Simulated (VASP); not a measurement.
TePt3, 4 atoms in the cell. It takes space group Pm-3m (No. 221, cubic). The conventional cell has a = 4.136 Å, b = 4.136 Å, c = 4.136 Å, α = 90.00°, β = 90.00°, γ = 90.00°. Within 3.9 Å of Te (site symmetry m-3m) lie 12 Pt at 2.92 Å. Pt (site symmetry 4/mmm) has 4 Te at 2.92 Å and 8 Pt at 2.92 Å within 3.9 Å. 

* Program: VASP 6.6.1
* Task: single point
* Functional: PBE
* Potentials or basis: VASP PAW PBE potentials, release 64 (Te, Pt)
* Cutoff: 520 eV
* k mesh: 4 × 4 × 4
* Occupations: gaussian, width 0.1 eV
* Spin: no spin polarisation
* Dipole correction: no
* Further INCAR settings: ALGO = Normal; EDIFF = 1e-06; NBANDS = 26

Potentials or basis: VASP PAW PBE potentials, release 64 (Te, Pt).

Run with:

```sh
$ cat potpaw_PBE.64/Te/POTCAR potpaw_PBE.64/Pt/POTCAR > POTCAR
$ mpirun -np 1 vasp_std > vasp.out
```

Hardware: 1 thread of Intel(R) Xeon(R) 6975P-C (Granite Rapids) (shared host).

**Question.** Estimate the wall time of this run.

**Answer.** It took 7.6 s on 1 thread of Intel(R) Xeon(R) 6975P-C (Granite Rapids), on a shared host, peak memory 0.18 GiB. Counts: scf iterations 13, k points 10.
